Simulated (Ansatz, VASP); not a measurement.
**Two plane-wave programs on Mg**

File INCAR:

```
SYSTEM = Mg
PREC = Accurate
ENCUT = 520
EDIFF = 1E-6
ISMEAR = 0
SIGMA = 0.1
LREAL = .FALSE.
LASPH = .TRUE.
NELM = 100
ALGO = Fast
ISIF = 2
LWAVE = .FALSE.
LCHARG = .FALSE.
GGA = PS
NBANDS = 18
```

KPOINTS

```
Automatic mesh
0
G
  4 4 4
  0 0 0
```

File POSCAR:

```
Mg
1.0
    5.6630492469      0.0000000000      0.0000000000
    0.0000000000      5.6630492469      0.0000000000
    0.0000000000      0.0000000000      5.6630492469
Mg
8
Direct
    0.5000000000      0.5000000000      0.5000000000
    0.0000000000      0.0000000000      0.0000000000
    0.2500000000      0.0000000000      0.5000000000
    0.5000000000      0.2500000000      0.0000000000
    0.5000000000      0.7500000000      0.0000000000
    0.7500000000      0.0000000000      0.5000000000
    0.0000000000      0.5000000000      0.7500000000
    0.0000000000      0.5000000000      0.2500000000
```

Input for Ansatz:

```yaml
crystal:
  lattice:
    - [5.6630492469, 0.0, 0.0]
    - [0.0, 5.6630492469, 0.0]
    - [0.0, 0.0, 5.6630492469]
  atoms:
    - { symbol: Mg, position: [0.5, 0.5, 0.5] }
    - { symbol: Mg, position: [0.0, 0.0, 0.0] }
    - { symbol: Mg, position: [0.25, 0.0, 0.5] }
    - { symbol: Mg, position: [0.5, 0.25, 0.0] }
    - { symbol: Mg, position: [0.5, 0.75, 0.0] }
    - { symbol: Mg, position: [0.75, 0.0, 0.5] }
    - { symbol: Mg, position: [0.0, 0.5, 0.75] }
    - { symbol: Mg, position: [0.0, 0.5, 0.25] }
basis:
  ecutwfc: 420
kpoints:
  mp_grid: { grid: [4, 4, 4] }
hamiltonian:
  xc: pbesol
scf:
  occupations: { method: gaussian, width: 0.1 }
  lower_state_search: "off"
output:
  forces: true
  stress: true
  eigenvalues: true
```

Alike in both runs: task single point; functional PBEsol; k mesh 4 × 4 × 4; occupations gaussian, width 0.1 eV; no spin polarisation.

```csv
,VASP,Ansatz
version,VASP 6.6.1,Ansatz 0.2.0
potentials or method,"VASP PAW PBE potentials, release 64 (Mg), cutoff 520 eV","scalar-relativistic, plane waves, PAW"
valence electrons in the cell,16,80
```

```csv
,VASP,Ansatz,Ansatz less VASP
gap on the k mesh at the Fermi level (eV),none,none,-
pressure (GPa),0.5,0.5,+0.04
```

VASP's potentials were made for PBE, not for PBEsol. A gap of «none» marks a metal or a gap that the smearing closes. With one functional, cell and mesh, what is left measures potentials, basis and numerics. VASP's potentials hold 16 valence electrons a cell and Ansatz's 80, so a difference there can come from the potentials and not from the codes.
